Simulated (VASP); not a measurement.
Ni:

```
CELL_PARAMETERS angstrom
2.49176 0.00000 0.00000
0.00000 2.49176 0.00000
0.00000 0.00000 3.52388
ATOMIC_POSITIONS crystal
Ni 0.00000 0.00000 0.00000
Ni 0.50000 0.50000 0.50000
```

```yaml
Program: VASP 6.6.1
Task: relaxation of cell and atoms
Functional: RPBE
Potentials_or_basis: VASP PAW PBE potentials, release 64 (Ni)
Cutoff: 600 eV
k_mesh: 13 × 13 × 9
Occupations: fermi-dirac, width 0.05 eV
Spin: collinear spin, antiferromagnetic start
Starting_moments: "[0.8, -0.8] μB"
```

At the start: pressure 3.7 GPa; volume 10.94 Å³/atom.

**Question.** How do energy, volume and symmetry change on relaxing?

**Answer.** Over 3 steps the energy falls by 2.5 meV/atom and the volume is 11.16 Å³/atom (+2.0 %); space group Fm-3m (No. 225, to 0.1 Å) before and after; moment 0.00 μB per cell.

Step by step:
```
step  energy change (eV)  largest force (eV/Å)  pressure (GPa)  volume (Å³)
   1              0.0000                0.0000            3.72        21.88
   2             -0.0016                0.0000           -2.82        22.69
   3             -0.0050                0.0000           -0.03        22.32
```

Final structure:
```
Ni
1.0
     2.50826    0.00000    0.00000
     0.00000    2.50826    0.00000
     0.00000    0.00000    3.54717
Ni
2
Direct
  0.00000 0.00000 0.00000
  0.50000 0.50000 0.50000
```

Caveat: the PAW data sets were made with another functional, which shifts forces and pressure a little.
